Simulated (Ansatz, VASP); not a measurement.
GaAs: VASP beside Ansatz

File POSCAR:

```
GaAs
1.0
    0.0000000000      2.7748161200      2.7748161200
    2.7748161200      0.0000000000      2.7748161200
    2.7748161200      2.7748161200      0.0000000000
Ga As
1 1
Direct
    0.0000000000      0.0000000000      0.0000000000
    0.2500000000      0.2500000000      0.2500000000
```

File INCAR.step1:

```
SYSTEM = GaAs
PREC = Accurate
ENCUT = 520
ISMEAR = -1
SIGMA = 0.02
LREAL = .False.
LASPH = .True.
NELM = 100
GGA = PE
ALGO = Normal
EDIFF = 1E-4
LWAVE = .True.
LCHARG = .False.
```

The input INCAR.step2:

```
SYSTEM = GaAs
PREC = Accurate
ENCUT = 520
EDIFF = 1E-6
ISMEAR = -1
SIGMA = 0.02
LREAL = .False.
LASPH = .True.
NELM = 100
ALGO = Normal
ISIF = 2
LWAVE = .False.
LCHARG = .False.
METAGGA = R2SCAN
LMIXTAU = .True.
IBRION = 2
NSW = 50
EDIFFG = -0.01
ISTART = 1
```

KPOINTS

```
regular mesh
0
Gamma
  8 8 8
  0 0 0
```

Input for Ansatz:

```yaml
crystal:
  lattice:
    - [0.0, 2.77481612, 2.77481612]
    - [2.77481612, 0.0, 2.77481612]
    - [2.77481612, 2.77481612, 0.0]
  atoms:
    - { symbol: Ga, position: [0.0, 0.0, 0.0] }
    - { symbol: As, position: [0.25, 0.25, 0.25] }
  symmetry: { tolerance: 0.0003 }
hamiltonian:
  xc: r2scan
  pseudopotentials: { kind: paw, azcp: { folder: soft_1 } }
basis:
  ecutwfc: 500
magnetization:
  spin_polarized: false
scf:
  occupations: { method: fermi_dirac, width: 0.02 }
kpoints:
  mp_grid: { grid: [8, 8, 8], shift: [0, 0, 0] }
  band_path:
    path:
      - [0.0, 0.0, 0.0]
      - [-0.5, -0.5, 0.0]
      - [-0.375, -0.375, 0.25]
      - [-0.375, 0.0, 0.375]
      - [0.0, 0.0, 0.0]
      - [0.0, 0.0, 0.5]
      - [-0.5, -0.25, 0.25]
      - [-0.5, -0.5, 0.0]
    npoints: 10
output:
  forces: true
  stress: true
  eigenvalues: true
  write_potential: true
  elf: true
  volumetric_format: npy
  dos: { e_range: [-12, 8], de: 0.05 }
relax:
  max_steps: 30
```

Alike in both runs: task relaxation of the atoms; functional r2SCAN; k mesh 8 × 8 × 8; occupations fermi-dirac, width 0.02 eV; no spin polarisation.

|  | VASP | Ansatz |
| --- | --- | --- |
| version | VASP 6.6.1 | Ansatz 0.2.0 |
| potentials or method | VASP PAW PBE potentials, release 64 (Ga_d, As), cutoff 520 eV | PAW plane waves |
| valence electrons in the cell | 18 | 28 |

|  | VASP | Ansatz | Ansatz less VASP |
| --- | --- | --- | --- |
| gap on the k mesh at the Fermi level, each at its own relaxed structure (eV) | 1.45 | 1.48 | +0.023 |

VASP's potentials were made for PBE, not for r2SCAN. VASP's potentials hold 18 valence electrons a cell and Ansatz's 28, so a difference there can come from the potentials and not from the codes. Ansatz's warnings: stress scf threshold loose.

Noted on VASP's run: the relaxation stopped at its first step, so nothing moved.
